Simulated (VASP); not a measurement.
# As (P6_3/mmc) in VASP: a series of runs

The runs below take As through single point, relaxation of cell and atoms, with LDA.

Program: VASP 6.6.1. These are calculated values, not measurements. Logs are shortened: lines on timing, memory, paths and dates and some standing lists are left out, and cuts for length are marked.

## 1. The cell of the first run

It takes space group P6_3/mmc (No. 194, hexagonal). The conventional cell has a = 3.130 Å, b = 3.130 Å, c = 4.774 Å, α = 90.00°, β = 90.00°, γ = 120.00°. Within 3.9 Å of As (site symmetry -6m2) lie 12 As at 2.99 to 3.13 Å.

This isn't the form of As at room conditions, which is rhombohedral.

## 2. Single point, LDA (20.25 Å³/atom)

File INCAR:

```
SYSTEM = As
ALGO = Normal
EDIFF = 1E-7
ENCUT = 520
GGA = CA
ISIF = 2
ISMEAR = -1
LASPH = .True.
LCHARG = .False.
LREAL = .False.
LWAVE = .False.
NBANDS = 12
NELM = 100
PREC = Accurate
SIGMA = 0.1
```

File KPOINTS:

```
k-points
0
Gamma
  14 14 8
  0 0 0
```

File POSCAR:

```
As
1.0
    3.1300991161      0.0000000000      0.0000000000
   -1.5650495580      2.7107453509      0.0000000000
    0.0000000000      0.0000000000      4.7740757963
As
2
Direct
    0.3333333333      0.6666666667      0.2500000000
    0.6666666667      0.3333333333      0.7500000000
```

Potentials or basis: VASP PAW LDA potentials, release 64 (As).

Command:

```console
$ cat potpaw_LDA.64/As/POTCAR > POTCAR
$ mpirun -np 1 vasp_std > vasp.out
```

OUTCAR:

```text
SYSTEM = As
   EDIFF = 1E-7
   ENCUT = 520
   GGA = CA
   ISIF = 2
   ISMEAR = -1
   LASPH = .True.
   LREAL = .False.
   NELM = 100
   PREC = Accurate

 ion  position               nearest neighbor table
   1  0.333  0.667  0.250-
   2  0.667  0.333  0.750-

  LATTYP: Found a hexagonal cell.
 ALAT       =     3.1300991161
 C/A-ratio  =     1.5252155345

  Lattice vectors:

 A1 = (   3.1300991161,   0.0000000000,   0.0000000000)
 A2 = (  -1.5650495580,   2.7107453509,   0.0000000000)
 A3 = (   0.0000000000,   0.0000000000,   4.7740757963)

Analysis of symmetry for initial positions (statically):
=====================================================================
 Subroutine PRICEL returns:
 Original cell was already a primitive cell.

 Routine SETGRP: Setting up the symmetry group for a
 hexagonal supercell.

 Subroutine GETGRP returns: Found 24 space group operations
 (whereof 12 operations were pure point group operations)
 out of a pool of 24 trial point group operations.

The static configuration has the point symmetry D_3d.
 The point group associated with its full space group is D_6h.

Analysis of symmetry for dynamics (positions and initial velocities):
=====================================================================
 Subroutine PRICEL returns:
 Original cell was already a primitive cell.

 Routine SETGRP: Setting up the symmetry group for a
 hexagonal supercell.

 Subroutine GETGRP returns: Found 24 space group operations
 (whereof 12 operations were pure point group operations)
 out of a pool of 24 trial point group operations.

The dynamic configuration has the point symmetry D_3d.
 The point group associated with its full space group is D_6h.

 Subroutine INISYM returns: Found 24 space group operations
 (whereof 12 operations are pure point group operations),
 and found     1 'primitive' translations

----------------------------------------------------------------------------------------

                                     Primitive cell

  volume of cell :      40.5076

  direct lattice vectors                    reciprocal lattice vectors
     3.130099116  0.000000000  0.000000000     0.319478701  0.184451114  0.000000000
    -1.565049558  2.710745351  0.000000000     0.000000000  0.368902228  0.000000000
     0.000000000  0.000000000  4.774075796     0.000000000  0.000000000  0.209464626

  length of vectors
     3.130099116  3.130099116  4.774075796     0.368902228  0.368902228  0.209464626

  position of ions in fractional coordinates (direct lattice)
     0.333333333  0.666666667  0.250000000
     0.666666667  0.333333333  0.750000000

  ion indices of the primitive-cell ions
   primitive index   ion index
                 1           1
                 2           2

----------------------------------------------------------------------------------------

 KPOINTS: k-points

Automatic generation of k-mesh.
 Grid dimensions read from file:
 generate k-points for:   14   14    8

 Generating k-lattice:

  Cartesian coordinates                     Fractional coordinates (reciprocal lattice)
     0.022819907  0.013175080  0.000000000     0.071428571  0.000000000  0.000000000
     0.000000000  0.026350159  0.000000000     0.000000000  0.071428571  0.000000000
     0.000000000  0.000000000  0.026183078     0.000000000  0.000000000  0.125000000

  Length of vectors
     0.026350159  0.026350159  0.026183078

  Shift w.r.t. Gamma in fractional coordinates (k-lattice)
     0.000000000  0.000000000  0.000000000

 Subroutine IBZKPT returns following result:
 ===========================================

 Found    120 irreducible k-points:

 Following reciprocal coordinates:
            Coordinates               Weight
  0.000000  0.000000  0.000000      1.000000
  0.071429  0.000000  0.000000      6.000000
  0.142857  0.000000  0.000000      6.000000
  0.214286  0.000000  0.000000      6.000000
  0.285714  0.000000  0.000000      6.000000
  0.357143  0.000000  0.000000      6.000000
[... 16 lines left out ...]
  0.285714  0.285714  0.000000      6.000000
  0.357143  0.285714  0.000000      6.000000
 [... further k-points ...]
   k-points           NKPTS =    120   k-points in BZ     NKDIM =    120   number of bands    NBANDS=     12
   number of dos      NEDOS =    301   number of ions     NIONS =      2
   total plane-waves  NPLWV =  20736
   dimension x,y,z NGX =    24 NGY =   24 NGZ =   36
   dimension x,y,z NGXF=    48 NGYF=   48 NGZF=   72
   ions per type =               2
   NGX,Y,Z   is equivalent  to a cutoff of  12.75, 12.75, 12.54 a.u.
   NGXF,Y,Z  is equivalent  to a cutoff of  25.49, 25.49, 25.07 a.u.
 SYSTEM =  As
   PREC   = accura    normal or accurate (medium, high low for compatibility)
   ISTART =      0    job   : 0-new  1-cont  2-samecut
   ICHARG =      2    charge: 1-file 2-atom 10-const
   ISPIN  =      1    spin polarized calculation?
   LNONCOLLINEAR =      F non collinear calculations
   LSORBIT =      F    spin-orbit coupling
   LASPH  =      T    aspherical Exc in radial PAW
   ENCUT  =  520.0 eV  38.22 Ry    6.18 a.u.   5.82  5.82  8.88*2*pi/ulx,y,z
   NELM   =    100;   NELMIN=  2; NELMDL= -5     # of ELM steps
   EDIFF  = 0.1E-06   stopping-criterion for ELM
   LREAL  =      F    real-space projection
   EDIFFG = 0.1E-05   stopping-criterion for IOM
   NSW    =      0    number of steps for IOM
   IBRION =     -1    ionic relax: 0-MD 1-quasi-New 2-CG
   NFREE  =      0    steps in history (QN), initial steepest desc. (CG)
   ISIF   =      2    stress and relaxation
   ISYM   =      2    0-nonsym 1-usesym 2-fastsym
   POTIM  = 0.5000    time-step for ionic-motion
   TEBEG  =    0.0;   TEEND  =   0.0 temperature during run
   PSTRESS=    0.0 pullay stress
   NELECT =      10.0000    total number of electrons
   NUPDOWN=      -1.0000    fix difference up-down
   EMIN   =  10.00;   EMAX   =-10.00  energy-range for DOS
   EFERMI =   0.00;   METHOD = LEGACY
   ISMEAR =    -1;   SIGMA  =   0.10  broadening in eV -4-tet -1-fermi 0-gaus
   EFERMI_NEDOS =   21; number of points for ismear=-14 and -15
   IALGO  =     38    algorithm
   IMIX   =      4    mixing-type and parameters
     AMIX     =   0.40;   BMIX     =  1.00
     AMIX_MAG =   1.60;   BMIX_MAG =  1.00
  volume/ion in A,a.u.               =      20.25       136.68
  Fermi-wavevector in a.u.,A,eV,Ry     =   1.026982  1.940714 14.349953  1.054692
  Thomas-Fermi vector in A             =   2.160903
   LORBIT       =      0    0 simple, 1 ext, 2 COOP (PROOUT), +10 PAW based schemes
   GGA     = CA    functional components
   LHFCALC =     F    Hartree Fock is set to
   AEXX    =    0.0000 exact exchange contribution
   IVDW    =     0    specifies the selected vdW correction
   LEPSILON=     F    determine dielectric tensor
   LRPA    =     F    only Hartree local field effects (RPA)
 non-spin polarized calculation
  energy-cutoff  :      520.00
  volume of cell :       40.51
 maximum number of plane-waves:      1103
 NGX is ok and might be reduce to    24
   NGX = 11   NGY = 11   NGZ = 17

 number of electron      10.0000002 magnetization

 Free energy of the ion-electron system (eV)
  ---------------------------------------------------
  ext. energy  EPLUGINS =         0.00000000
  ---------------------------------------------------
  free energy    TOTEN  =        -9.76168927 eV

  energy without entropy =       -9.71501743  energy(sigma->0) =       -9.73835335

 E-fermi :   5.7912     XC(G=0): -10.6259

 val. band max:        5.7900152596   @ k =   0.4286   0.1429   0.0000
 cond. band min:       5.7923185548   @ k =   0.2143   0.0714   0.1250
 fundamental gap:      0.0023032952
 Fermi energy:         5.7912373788

 k-point     1 :       0.0000    0.0000    0.0000
  band No.  band energies     occupation
      1      -8.7696      2.00000
      2      -4.0734      2.00000
      3      -0.2806      2.00000
      4       8.7040      0.00000
      5       8.7040      0.00000
      6      10.5233      0.00000
      7      10.5233      0.00000
      8      11.8744      0.00000
      9      13.9280      0.00000
     10      16.8578      0.00000
     11      17.4541      0.00000
     12      17.4541      0.00000

 k-point     2 :       0.0714    0.0000    0.0000
  band No.  band energies     occupation
      1      -8.6752      2.00000
      2      -4.0004      2.00000
      3      -0.1828      2.00000
      4       7.8562      0.00000
      5       8.4089      0.00000
      6      10.0903      0.00000
      7      10.6041      0.00000
      8      11.6960      0.00000
      9      14.5024      0.00000
     10      16.2704      0.00000
     11      17.5988      0.00000
     12      18.2240      0.00000

 k-point     3 :       0.1429    0.0000    0.0000
  band No.  band energies     occupation
      1      -8.3935      2.00000
      2      -3.7900      2.00000
      3       0.1090      2.00000
      4       6.1590      0.04934
      5       7.7883      0.00000
      6       8.9871      0.00000
      7      10.6161      0.00000
      8      11.1398      0.00000
      9      14.3203      0.00000
     10      16.6500      0.00000
     11      17.9232      0.00000
     12      18.2012      0.00000

 k-point     4 :       0.2143    0.0000    0.0000
  band No.  band energies     occupation
      1      -7.9297      2.00000
      2      -3.4747      2.00000
      3       0.5892      2.00000
      4       4.3553      2.00000
      5       7.1305      0.00000
      6       7.6059      0.00000
      7      10.1987      0.00000
      8      10.4241      0.00000
      9      13.1650      0.00000
     10      16.7157      0.00000
     11      17.4667      0.00000
     12      18.0606      0.00000

 k-point     5 :       0.2857    0.0000    0.0000
  band No.  band energies     occupation
      1      -7.2958      2.00000
      2      -3.1405      2.00000
      3       1.2454      2.00000
      4       2.7501      2.00000
      5       6.1587      0.04944
      6       6.5583      0.00093
      7       8.9696      0.00000
      8      10.1278      0.00000
      9      12.1778      0.00000
     10      15.8622      0.00000
     11      16.9099      0.00000
     12      17.4333      0.00000
[... 228 lines left out ...]
      1      -5.5451      2.00000
      2      -2.9941      2.00000
      3       1.8023      2.00000
      4       2.7086      2.00000
      5       3.0829      2.00000
      6       5.1929      1.99497
      7       6.7651      0.00012
      8       6.9217      0.00002
      9      11.9535      0.00000
     10      15.7146      0.00000
     11      18.1004      0.00000
     12      19.9056      0.00000

 k-point    22 :       0.3571    0.2143    0.0000
  band No.  band energies     occupation
      1      -4.7966      2.00000
      2      -3.4137      2.00000
      3       1.3224      2.00000
      4       3.1976      2.00000
      5       3.8831      2.00000
      6       4.0775      2.00000
      7       5.8619      0.66089
      8       6.6589      0.00034
      9      11.5317      0.00000
     10      15.5551      0.00000
     11      19.5438      0.00000
     12      20.3463      0.00000

 k-point    23 :       0.2857    0.2857    0.0000
  band No.  band energies     occupation
      1      -4.7746      2.00000
      2      -3.3070      2.00000
      3       1.2944      2.00000
      4       2.8875      2.00000
      5       3.9301      2.00000
      6       4.5573      1.99999
      7       5.9174      0.44149
      8       5.9530      0.33102
      9      11.1317      0.00000
     10      17.5890      0.00000
     11      18.2470      0.00000
     12      20.8496      0.00000

 k-point    24 :       0.3571    0.2857    0.0000
  band No.  band energies     occupation
      1      -4.2346      2.00000
      2      -3.6791      2.00000
      3       1.0171      2.00000
      4       3.5023      2.00000
      5       3.8650      2.00000
      6       4.5548      1.99999
      7       5.3461      1.97694
      8       5.5863      1.77180
      9      10.8483      0.00000
     10      17.8076      0.00000
     11      20.0652      0.00000
     12      20.1408      0.00000

 [... further k-points ...]

------------------------ aborting loop because EDIFF is reached ----------------------------------------

  FORCE on cell =-STRESS in cart. coord.  units (eV):
  Direction    XX          YY          ZZ          XY          YZ          ZX
  --------------------------------------------------------------------------------------
  -------------------------------------------------------------------------------------
  Total       -2.0161994     -2.0161994     -2.0524246     -0.0000000      0.0000000      0.0000000
  in kB      -79.7458224    -79.7458224    -81.1786211     -0.0000000      0.0000000      0.0000000
  external PRESSURE =     -80.2234220 kB  Pullay stress =       0.0000000 kB

 VOLUME and BASIS-vectors are now :
 -----------------------------------------------------------------------------
  energy-cutoff  :      520.00
  volume of cell :       40.51
      direct lattice vectors                 reciprocal lattice vectors
     3.130099116  0.000000000  0.000000000     0.319478701  0.184451114  0.000000000
    -1.565049558  2.710745351  0.000000000     0.000000000  0.368902228  0.000000000
     0.000000000  0.000000000  4.774075796     0.000000000  0.000000000  0.209464626

 POSITION                                       TOTAL-FORCE (eV/Angst)
 -----------------------------------------------------------------------------------
     -0.00000      1.80716      1.19352         0.000000      0.000000      0.000000
      1.56505      0.90358      3.58056        -0.000000     -0.000000      0.000000
 -----------------------------------------------------------------------------------
    total drift:                               -0.000000      0.000000     -0.000000

  FREE ENERGIE OF THE ION-ELECTRON SYSTEM (eV)
  ---------------------------------------------------
  free  energy   TOTEN  =        -9.7616892705 eV

  energy  without entropy=       -9.7150174334  energy(sigma->0) =       -9.73835335
```

It took 49 s on 1 thread of Intel Xeon 8259CL, shared host; peak memory 0.17 GiB.

What came out:

| Quantity | Value |
| --- | --- |
| Free energy | -9.7617 eV |
| Pressure | -8.0 GPa |
| Band gap on the k mesh | zero (bands 5 and 6 overlap by 6.93 eV) |

Levels at points of the mesh, in eV from the Fermi level:
| k point | band 1 | band 2 | band 3 | band 4 | band 5 | band 6 | band 7 | band 8 | band 9 | band 10 |
| --- | --- | --- | --- | --- | --- | --- | --- | --- | --- | --- |
| (0.00, 0.00, 0.00) | -14.56 | -9.86 | -6.07 | 2.91 | 2.91 | 4.73 | 4.73 | 6.08 | 8.14 | 11.07 |
| (0.50, 0.00, 0.00) | -10.98 | -9.42 | -4.50 | -2.69 | -2.40 | -0.02 | 0.00 | 3.79 | 5.13 | 9.11 |
| (0.00, 0.00, 0.50) | -13.04 | -13.04 | -0.15 | -0.15 | 3.82 | 3.82 | 3.82 | 3.82 | 9.69 | 9.69 |
| (0.50, 0.00, 0.50) | -9.97 | -9.97 | -5.69 | -5.69 | 1.40 | 1.40 | 2.22 | 2.22 | 7.33 | 7.33 |

Caveat: the cell stands under tension.

(Continued in part 2 of 2.)
